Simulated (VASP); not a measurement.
# Bi (Pm-3m) in VASP: a series of runs

The runs below take Bi through single point, with RPBE.

Everything below comes from runs of VASP 6.6.1. Logs are shortened: lines on timing, memory, paths and dates and some standing lists are left out, and cuts for length are marked.

### 1 The cell of the first run

Symmetry: Pm-3m, No. 221, cubic system. The conventional cell has a = 3.309 Å, b = 3.309 Å, c = 3.309 Å, α = 90.00°, β = 90.00°, γ = 90.00°. Within 4.4 Å of Bi (site symmetry m-3m) lie 6 Bi at 3.31 Å.

### 2 Single point, RPBE

The input, INCAR:

```
PREC = Accurate
ENCUT = 520
EDIFF = 1E-6
ISMEAR = -1
SIGMA = 0.1
LREAL = F
LASPH = T
NELM = 80
ALGO = Normal
ISIF = 2
LWAVE = F
LCHARG = T
GGA = RP
LELF = T
LVHAR = T
NBANDS = 14
```

The input, KPOINTS:

```
regular mesh
0
Gamma
  11 11 11
```

The input, POSCAR:

```
Bi
1.0
    3.3087903349      0.0000000000      0.0000000000
    0.0000000000      3.3087903349      0.0000000000
    0.0000000000      0.0000000000      3.3087903349
Bi
1
Direct
    0.0000000000      0.0000000000      0.0000000000
```

Potentials or basis: VASP PAW PBE potentials, release 64 (Bi_d).

Launch:

```sh
cat potpaw_PBE.64/Bi_d/POTCAR > POTCAR
mpirun -np 1 vasp_std > vasp.out
```

OUTCAR:

```text
PREC = Accurate
   ENCUT = 520
   EDIFF = 1E-6
   ISMEAR = -1
   LREAL = F
   LASPH = T
   NELM = 80
   ISIF = 2
   GGA = RP

 ion  position               nearest neighbor table
   1  0.000  0.000  0.000-

  LATTYP: Found a simple cubic cell.
 ALAT       =     3.3087903349

  Lattice vectors:

 A1 = (   3.3087903349,   0.0000000000,   0.0000000000)
 A2 = (   0.0000000000,   3.3087903349,   0.0000000000)
 A3 = (   0.0000000000,   0.0000000000,   3.3087903349)

Analysis of symmetry for initial positions (statically):
=====================================================================
 Subroutine PRICEL returns:
 Original cell was already a primitive cell.

 Routine SETGRP: Setting up the symmetry group for a
 simple cubic supercell.

 Subroutine GETGRP returns: Found 48 space group operations
 (whereof 48 operations were pure point group operations)
 out of a pool of 48 trial point group operations.

The static configuration has the point symmetry O_h .

Analysis of symmetry for dynamics (positions and initial velocities):
=====================================================================
 Subroutine PRICEL returns:
 Original cell was already a primitive cell.

 Routine SETGRP: Setting up the symmetry group for a
 simple cubic supercell.

 Subroutine GETGRP returns: Found 48 space group operations
 (whereof 48 operations were pure point group operations)
 out of a pool of 48 trial point group operations.

The dynamic configuration has the point symmetry O_h .

 Subroutine INISYM returns: Found 48 space group operations
 (whereof 48 operations are pure point group operations),
 and found     1 'primitive' translations

----------------------------------------------------------------------------------------

                                     Primitive cell

  volume of cell :      36.2249

  direct lattice vectors                    reciprocal lattice vectors
     3.308790335  0.000000000  0.000000000     0.302225254  0.000000000  0.000000000
     0.000000000  3.308790335  0.000000000     0.000000000  0.302225254  0.000000000
     0.000000000  0.000000000  3.308790335     0.000000000  0.000000000  0.302225254

  length of vectors
     3.308790335  3.308790335  3.308790335     0.302225254  0.302225254  0.302225254

  position of ions in fractional coordinates (direct lattice)
     0.000000000  0.000000000  0.000000000

  ion indices of the primitive-cell ions
   primitive index   ion index
                 1           1

----------------------------------------------------------------------------------------

 KPOINTS: regular mesh

Automatic generation of k-mesh.
 Grid dimensions read from file:
 generate k-points for:   11   11   11

 Generating k-lattice:

  Cartesian coordinates                     Fractional coordinates (reciprocal lattice)
     0.027475023  0.000000000  0.000000000     0.090909091  0.000000000  0.000000000
     0.000000000  0.027475023  0.000000000     0.000000000  0.090909091  0.000000000
     0.000000000  0.000000000  0.027475023     0.000000000  0.000000000  0.090909091

  Length of vectors
     0.027475023  0.027475023  0.027475023

  Shift w.r.t. Gamma in fractional coordinates (k-lattice)
     0.000000000  0.000000000  0.000000000

 Subroutine IBZKPT returns following result:
 ===========================================

 Found     56 irreducible k-points:

 Following reciprocal coordinates:
            Coordinates               Weight
  0.000000  0.000000  0.000000      1.000000
  0.090909  0.000000  0.000000      6.000000
  0.181818  0.000000  0.000000      6.000000
  0.272727  0.000000  0.000000      6.000000
  0.363636  0.000000  0.000000      6.000000
  0.454545  0.000000  0.000000      6.000000
[... 16 lines left out ...]
  0.181818  0.090909  0.090909     24.000000
  0.272727  0.090909  0.090909     24.000000
 [... further k-points ...]
   k-points           NKPTS =     56   k-points in BZ     NKDIM =     56   number of bands    NBANDS=     14
   number of dos      NEDOS =    301   number of ions     NIONS =      1
   total plane-waves  NPLWV =  21952
   dimension x,y,z NGX =    28 NGY =   28 NGZ =   28
   dimension x,y,z NGXF=    56 NGYF=   56 NGZF=   56
   ions per type =               1
   NGX,Y,Z   is equivalent  to a cutoff of  14.07, 14.07, 14.07 a.u.
   NGXF,Y,Z  is equivalent  to a cutoff of  28.14, 28.14, 28.14 a.u.
 SYSTEM =  unknown system
   PREC   = accura    normal or accurate (medium, high low for compatibility)
   ISTART =      0    job   : 0-new  1-cont  2-samecut
   ICHARG =      2    charge: 1-file 2-atom 10-const
   ISPIN  =      1    spin polarized calculation?
   LNONCOLLINEAR =      F non collinear calculations
   LSORBIT =      F    spin-orbit coupling
   LASPH  =      T    aspherical Exc in radial PAW
   ENCUT  =  520.0 eV  38.22 Ry    6.18 a.u.   6.15  6.15  6.15*2*pi/ulx,y,z
   NELM   =     80;   NELMIN=  2; NELMDL= -5     # of ELM steps
   EDIFF  = 0.1E-05   stopping-criterion for ELM
   LREAL  =      F    real-space projection
   EDIFFG = 0.1E-04   stopping-criterion for IOM
   NSW    =      0    number of steps for IOM
   IBRION =     -1    ionic relax: 0-MD 1-quasi-New 2-CG
   NFREE  =      0    steps in history (QN), initial steepest desc. (CG)
   ISIF   =      2    stress and relaxation
   ISYM   =      2    0-nonsym 1-usesym 2-fastsym
   POTIM  = 0.5000    time-step for ionic-motion
   TEBEG  =    0.0;   TEEND  =   0.0 temperature during run
   PSTRESS=    0.0 pullay stress
   NELECT =      15.0000    total number of electrons
   NUPDOWN=      -1.0000    fix difference up-down
   EMIN   =  10.00;   EMAX   =-10.00  energy-range for DOS
   EFERMI =   0.00;   METHOD = LEGACY
   ISMEAR =    -1;   SIGMA  =   0.10  broadening in eV -4-tet -1-fermi 0-gaus
   EFERMI_NEDOS =   21; number of points for ismear=-14 and -15
   IALGO  =     38    algorithm
   IMIX   =      4    mixing-type and parameters
     AMIX     =   0.40;   BMIX     =  1.00
     AMIX_MAG =   1.60;   BMIX_MAG =  1.00
  volume/ion in A,a.u.               =      36.22       244.46
  Fermi-wavevector in a.u.,A,eV,Ry     =   1.220214  2.305870 20.258016  1.488922
  Thomas-Fermi vector in A             =   2.355439
   LORBIT       =      0    0 simple, 1 ext, 2 COOP (PROOUT), +10 PAW based schemes
   GGA     = RP    functional components
   LHFCALC =     F    Hartree Fock is set to
   AEXX    =    0.0000 exact exchange contribution
   IVDW    =     0    specifies the selected vdW correction
   LEPSILON=     F    determine dielectric tensor
   LRPA    =     F    only Hartree local field effects (RPA)
 non-spin polarized calculation
  energy-cutoff  :      520.00
  volume of cell :       36.22
 maximum number of plane-waves:       987
 NGX is ok and might be reduce to    28
   NGX = 13   NGY = 13   NGZ = 13

 number of electron      15.0000004 magnetization

 Free energy of the ion-electron system (eV)
  ---------------------------------------------------
  ext. energy  EPLUGINS =         0.00000000
  ---------------------------------------------------
  free energy    TOTEN  =        -3.46580574 eV

  energy without entropy =       -3.44333816  energy(sigma->0) =       -3.45457195

 E-fermi :   6.0606     XC(G=0):  -9.3332

 val. band max:        5.9706094576   @ k =   0.1818   0.0909   0.0000
 cond. band min:       6.0722198960   @ k =   0.1818   0.0909   0.0909
 fundamental gap:      0.1016104384
 Fermi energy:         6.0606032094

 k-point     1 :       0.0000    0.0000    0.0000
  band No.  band energies     occupation
      1     -16.8363      2.00000
      2     -16.8363      2.00000
      3     -16.5701      2.00000
      4     -16.5701      2.00000
      5     -16.5701      2.00000
      6      -6.6668      2.00000
      7       9.1314      0.00000
      8       9.1314      0.00000
      9       9.1314      0.00000
     10      12.1931      0.00000
     11      13.7551      0.00000
     12      13.7551      0.00000
     13      22.7883      0.00000
     14      22.7883      0.00000

 k-point     2 :       0.0909    0.0000    0.0000
  band No.  band energies     occupation
      1     -16.8355      2.00000
      2     -16.8182      2.00000
      3     -16.5757      2.00000
      4     -16.5757      2.00000
      5     -16.5697      2.00000
      6      -6.5714      2.00000
      7       7.8858      0.00000
      8       9.2378      0.00000
      9       9.2378      0.00000
     10      12.6424      0.00000
     11      13.8361      0.00000
     12      14.8367      0.00000
     13      22.0356      0.00000
     14      22.4922      0.00000

 k-point     3 :       0.1818    0.0000    0.0000
  band No.  band energies     occupation
      1     -16.8332      2.00000
      2     -16.7694      2.00000
      3     -16.5905      2.00000
      4     -16.5905      2.00000
      5     -16.5686      2.00000
      6      -6.2934      2.00000
      7       5.8691      1.74328
      8       9.5410      0.00000
      9       9.5410      0.00000
     10      13.0561      0.00000
     11      14.0802      0.00000
     12      17.2961      0.00000
     13      20.6252      0.00000
     14      21.2492      0.00000
[... 324 lines left out ...]
 k-point    23 :       0.1818    0.0909    0.0909
  band No.  band energies     occupation
      1     -16.8054      2.00000
      2     -16.7585      2.00000
      3     -16.5961      2.00000
      4     -16.5957      2.00000
      5     -16.5796      2.00000
      6      -6.1034      2.00000
      7       6.0722      0.94198
      8       8.3229      0.00000
      9       8.5114      0.00000
     10      14.6539      0.00000
     11      15.3950      0.00000
     12      17.3687      0.00000
     13      19.1603      0.00000
     14      19.4002      0.00000

 k-point    24 :       0.2727    0.0909    0.0909
  band No.  band energies     occupation
      1     -16.8025      2.00000
      2     -16.6940      2.00000
      3     -16.6158      2.00000
      4     -16.6153      2.00000
      5     -16.5780      2.00000
      6      -5.6766      2.00000
      7       4.1866      2.00000
      8       8.7819      0.00000
      9       8.9594      0.00000
     10      14.9699      0.00000
     11      15.6741      0.00000
     12      17.5873      0.00000
     13      17.7899      0.00000
     14      20.4435      0.00000

 [... further k-points ...]

------------------------ aborting loop because EDIFF is reached ----------------------------------------

  FORCE on cell =-STRESS in cart. coord.  units (eV):
  Direction    XX          YY          ZZ          XY          YZ          ZX
  --------------------------------------------------------------------------------------
  -------------------------------------------------------------------------------------
  Total        0.0063247      0.0063247      0.0063247     -0.0000000     -0.0000000      0.0000000
  in kB        0.2797325      0.2797325      0.2797325     -0.0000000     -0.0000000      0.0000000
  external PRESSURE =       0.2797325 kB  Pullay stress =       0.0000000 kB

 VOLUME and BASIS-vectors are now :
 -----------------------------------------------------------------------------
  energy-cutoff  :      520.00
  volume of cell :       36.22
      direct lattice vectors                 reciprocal lattice vectors
     3.308790335  0.000000000  0.000000000     0.302225254  0.000000000  0.000000000
     0.000000000  3.308790335  0.000000000     0.000000000  0.302225254  0.000000000
     0.000000000  0.000000000  3.308790335     0.000000000  0.000000000  0.302225254

 POSITION                                       TOTAL-FORCE (eV/Angst)
 -----------------------------------------------------------------------------------
      0.00000      0.00000      0.00000         0.000000      0.000000      0.000000
 -----------------------------------------------------------------------------------
    total drift:                               -0.000000     -0.000000     -0.000000

  FREE ENERGIE OF THE ION-ELECTRON SYSTEM (eV)
  ---------------------------------------------------
  free  energy   TOTEN  =        -3.4658057420 eV

  energy  without entropy=       -3.4433381559  energy(sigma->0) =       -3.45457195
```

Run time: 13 s. Hardware: 1 thread of Intel Xeon Platinum 8488C (Sapphire Rapids), shared host; peak memory 0.16 GiB.

What came out:

| Property | Result |
| --- | --- |
| Free energy | -3.4658 eV |
| Pressure | 0.0 GPa |

Levels at points of the mesh, in eV from the Fermi level:
| k point | band 5 | band 6 | band 7 | band 8 | band 9 | band 10 |
| --- | --- | --- | --- | --- | --- | --- |
| (0.00, 0.00, 0.00) | -22.63 | -12.73 | 3.07 | 3.07 | 3.07 | 6.13 |

Caveat: the PAW data sets were made with another functional, which shifts forces and pressure a little; spin-orbit coupling is left out, which moves the levels of the heavy elements.

### 3 Single point, RPBE (volume scaled by 1.04)

The input, INCAR:

```
SYSTEM = Bi
  PREC = Accurate
  ENCUT = 520
  EDIFF = 1E-7
  ISMEAR = -1
  SIGMA = 0.1
  LREAL = .FALSE.
  LASPH = .TRUE.
  NELM = 100
  ALGO = Normal
  ISIF = 2
  LWAVE = .FALSE.
  LCHARG = .TRUE.
  GGA = RP
  LELF = .TRUE.
  LVHAR = .TRUE.
  NBANDS = 14
```

The input, KPOINTS:

```
Automatic mesh
0
G
  11 11 11
  0 0 0
```

The input, POSCAR:

```
Bi
1.0
    3.3523320431      0.0000000000      0.0000000000
    0.0000000000      3.3523320431      0.0000000000
    0.0000000000      0.0000000000      3.3523320431
Bi
1
Direct
    0.0000000000      0.0000000000      0.0000000000
```

Potentials or basis: VASP PAW PBE potentials, release 64 (Bi_d).

Launch:

```sh
cat potpaw_PBE.64/Bi_d/POTCAR > POTCAR
mpirun -np 1 vasp_std > vasp.out
```

Run time: 16 s. Hardware: 1 thread of Intel Xeon Platinum 8488C (Sapphire Rapids), shared host; peak memory 0.16 GiB.

Results (log left out):

- Free energy: -3.4595 eV
- Pressure: -1.5 GPa

Levels at points of the mesh, in eV from the Fermi level:
```
           k point  band 5  band 6  band 7  band 8  band 9  band 10
(0.00, 0.00, 0.00)  -22.62  -12.50    2.97    2.97    2.97     5.94
```

Caveat: the PAW data sets were made with another functional, which shifts forces and pressure a little; spin-orbit coupling is left out, which moves the levels of the heavy elements.
